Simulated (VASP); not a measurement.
Input of a VASP 6.6.1 run:

The input POSCAR:

```
CsBr
1.0
    4.2860000000      0.0000000000      0.0000000000
    0.0000000000      4.2860000000      0.0000000000
    0.0000000000      0.0000000000      4.2860000000
Cs Br
1 1
Direct
    0.0000000000      0.0000000000      0.0000000000
    0.5000000000      0.5000000000      0.5000000000
```

The input INCAR.step1:

```
SYSTEM = CsBr
ALGO = Normal
EDIFF = 1E-5
ENCUT = 550
GGA = PE
GGA_COMPAT = .FALSE.
ISMEAR = 0
LASPH = .TRUE.
LCHARG = .FALSE.
LREAL = .FALSE.
LWAVE = .TRUE.
NBANDS = 15
NELM = 120
PREC = Accurate
SIGMA = 0.05
```

File INCAR.step2:

```
SYSTEM = CsBr
ALGO = Normal
EDIFF = 1E-6
ENCUT = 550
GGA_COMPAT = .FALSE.
ISIF = 2
ISMEAR = 0
ISTART = 1
LASPH = .TRUE.
LCHARG = .FALSE.
LMIXTAU = .TRUE.
LREAL = .FALSE.
LWAVE = .FALSE.
METAGGA = R2SCAN
NBANDS = 15
NELM = 120
PREC = Accurate
SIGMA = 0.05
```

KPOINTS

```
k-points
0
G
  6 6 6
  0 0 0
```

Potentials or basis: VASP PAW PBE potentials, release 64 (Cs_sv, Br).

The run is started by

```bash
$ cat potpaw_PBE.64/Cs_sv/POTCAR potpaw_PBE.64/Br/POTCAR > POTCAR
$ cp INCAR.step1 INCAR
$ mpirun -np 1 vasp_std > vasp.out
$ cp INCAR.step2 INCAR
$ mpirun -np 1 vasp_std > vasp.out
```

Predict the pressure.

0.5 GPa.

What does it give for the band gap on the k mesh?

5.29 eV, direct.

Caveat: the PAW data sets were made with another functional, which shifts forces and pressure a little; spin-orbit coupling is left out, which moves the levels of the heavy elements. r2SCAN opens gaps a little over a GGA but as a rule still falls short of measured ones.
